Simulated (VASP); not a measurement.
Set up this calculation in VASP 6.6.1, as the native input.

```
Task                   : single point
Functional             : r2SCAN
Potentials or basis    : VASP PAW PBE potentials, release 64 (Cu)
Cutoff                 : 520 eV
k mesh                 : 10 × 10 × 3
Occupations            : methfessel-paxton, width 0.05 eV
Spin                   : no spin polarisation
Dipole correction      : no
Further INCAR settings : ALGO = Normal; EDIFF = 1e-06; NBANDS = 30
```

Crystal: Cu.

```
Cu
1.0
     2.57226    0.00000    0.00000
    -1.28613    2.22765    0.00000
     0.00000    0.00000    8.39728
Cu
4
Direct
  0.00000 0.00000 0.00000
  0.33333 0.66667 0.25000
  0.00000 0.00000 0.50000
  0.66667 0.33333 0.75000
```

This isn't the form of Cu at room conditions, which is fcc.

The input as run:

POSCAR

```
Cu
1.0
    2.5722552440      0.0000000000      0.0000000000
   -1.2861276220      2.2276460592      0.0000000000
    0.0000000000      0.0000000000      8.3972837487
Cu
4
Direct
    0.0000000000      0.0000000000      0.0000000000
    0.3333333333      0.6666666667      0.2500000000
    0.0000000000      0.0000000000      0.5000000000
    0.6666666667      0.3333333333      0.7500000000
```

INCAR.step1

```
PREC = Accurate
ENCUT = 520
ISMEAR = 1
SIGMA = 0.05
LREAL = False
LASPH = True
NELM = 100
NBANDS = 30
GGA = PE
ALGO = Normal
EDIFF = 1E-4
LWAVE = True
LCHARG = False
```

INCAR.step2

```
PREC = Accurate
ENCUT = 520
EDIFF = 1E-6
ISMEAR = 1
SIGMA = 0.05
LREAL = False
LASPH = True
NELM = 100
ALGO = Normal
ISIF = 2
LWAVE = False
LCHARG = False
METAGGA = R2SCAN
LMIXTAU = True
NBANDS = 30
ISTART = 1
```

KPOINTS

```
regular mesh
0
Gamma
  10 10 3
```

Potentials or basis: VASP PAW PBE potentials, release 64 (Cu).

Launch:

```console
$ cat potpaw_PBE.64/Cu/POTCAR > POTCAR
$ cp INCAR.step1 INCAR
$ mpirun -np 1 vasp_std > vasp.out
$ cp INCAR.step2 INCAR
$ mpirun -np 1 vasp_std > vasp.out
```

It gave:

* Pressure: -6.5 GPa
* Band gap on the k mesh: zero (bands 22 and 23 overlap by 4.92 eV)

Caveat: the cell stands under tension; the PAW data sets were made with another functional, which shifts forces and pressure a little.

Wall time 60 s on 1 thread of Intel(R) Xeon(R) 6975P-C (Granite Rapids), with other jobs on the host, peak memory 0.18 GiB.
